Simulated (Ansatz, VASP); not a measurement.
**One calculation of CdSe, two programs**

Contents of POSCAR:

```
CdSe
1.0
    0.0000000000      3.0702711986      3.0702711986
    3.0702711986      0.0000000000      3.0702711986
    3.0702711986      3.0702711986      0.0000000000
Cd Se
1 1
Direct
    0.0000000000      0.0000000000      0.0000000000
    0.2500000000      0.2500000000      0.2500000000
```

INCAR.step1

```
PREC = Accurate
ENCUT = 520
ISMEAR = -1
SIGMA = 0.03
LREAL = False
LASPH = True
NELM = 60
NBANDS = 16
GGA = PE
ALGO = Normal
EDIFF = 1E-4
LWAVE = True
LCHARG = False
```

The input INCAR.step2:

```
PREC = Accurate
ENCUT = 520
EDIFF = 1E-8
ISMEAR = -1
SIGMA = 0.03
LREAL = False
LASPH = True
NELM = 60
ALGO = Normal
ISIF = 2
LWAVE = False
LCHARG = False
METAGGA = R2SCAN
LMIXTAU = True
LEFG = True
NBANDS = 16
ISTART = 1
```

The input KPOINTS:

```
regular mesh
0
Gamma
  8 8 8
```

Input for Ansatz:

```yaml
crystal:
  lattice:
    - [0.0, 3.0702711986, 3.0702711986]
    - [3.0702711986, 0.0, 3.0702711986]
    - [3.0702711986, 3.0702711986, 0.0]
  atoms:
    - { symbol: Cd, position: [0.0, 0.0, 0.0] }
    - { symbol: Se, position: [0.25, 0.25, 0.25] }
kpoints:
  mp_grid: { grid: [8, 8, 8] }
  band_path:
    path:
      - [0.0, 0.0, 0.0]
      - [-0.5, -0.5, 0.0]
      - [-0.375, -0.375, 0.25]
      - [-0.375, 0.0, 0.375]
      - [0.0, 0.0, 0.0]
      - [0.0, 0.0, 0.5]
      - [-0.5, -0.25, 0.25]
      - [-0.5, -0.5, 0.0]
    npoints: 5
scf:
  occupations: { method: fermi_dirac, width: 0.03 }
hamiltonian:
  xc: r2scan
  pseudopotentials: { kind: paw }
output:
  forces: true
  stress: true
  eigenvalues: true
  efg: { contact_densities: true }
```

Alike in both runs: task electric field gradients; functional r2SCAN; k mesh 8 × 8 × 8; occupations fermi-dirac, width 0.03 eV; no spin polarisation.

|  | VASP | Ansatz |
| --- | --- | --- |
| version | VASP 6.6.1 | Ansatz 0.2.0 |
| potentials or method | VASP PAW PBE potentials, release 64 (Cd, Se) | PAW with Ansatz's default frozen-core files, scalar-relativistic |
| plane-wave cutoff (eV) | 520 | 500 |
| valence electrons in the cell | 18 | 36 |

VASP gave:

- pressure (GPa): 0.1

What did Ansatz give for the same quantities?

Pressure (GPa): -0.2.

VASP's potentials were made for PBE, not for r2SCAN. With one functional, cell and mesh, what is left measures potentials, basis and numerics. VASP's potentials hold 18 valence electrons a cell and Ansatz's 36, so a difference there can come from the potentials and not from the codes.
